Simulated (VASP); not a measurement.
C, 2 atoms in the cell. It takes space group Fd-3m (No. 227, cubic). Conventional cell: a = 3.567 Å, b = 3.567 Å, c = 3.567 Å, α = 90.00°, β = 90.00°, γ = 90.00°. Within 2.1 Å of C (site symmetry -43m) lie 4 C at 1.54 Å. 

```yaml
Program: VASP 6.6.1
Task: relaxation of cell and atoms
Functional: PBE
Dispersion: D4
Potentials_or_basis: VASP PAW PBE potentials, release 64 (C)
Cutoff: 600 eV
k_mesh: 13 × 13 × 13
Occupations: fermi-dirac, width 0.05 eV
Spin: no spin polarisation
Dipole_correction: no
Further_INCAR_settings: ALGO = Normal; EDIFF = 1e-07; IBRION = 2; EDIFFG = -0.01; NSW = 80; ISIF = 3
```

Potentials or basis: VASP PAW PBE potentials, release 64 (C).

Launch:

```sh
$ cat potpaw_PBE.64/C/POTCAR > POTCAR
$ mpirun -np 1 vasp_std > vasp.out
```

Hardware: 1 thread of AMD EPYC 7R13 Processor (Zen 3) (shared host).

**Question.** Estimate the wall time of this run.

**Answer.** Run time: 21 s on 1 thread of AMD EPYC 7R13 Processor (Zen 3) (shared host), peak memory 0.09 GiB. Counts: scf iterations 23, k points 84, ion steps 3.
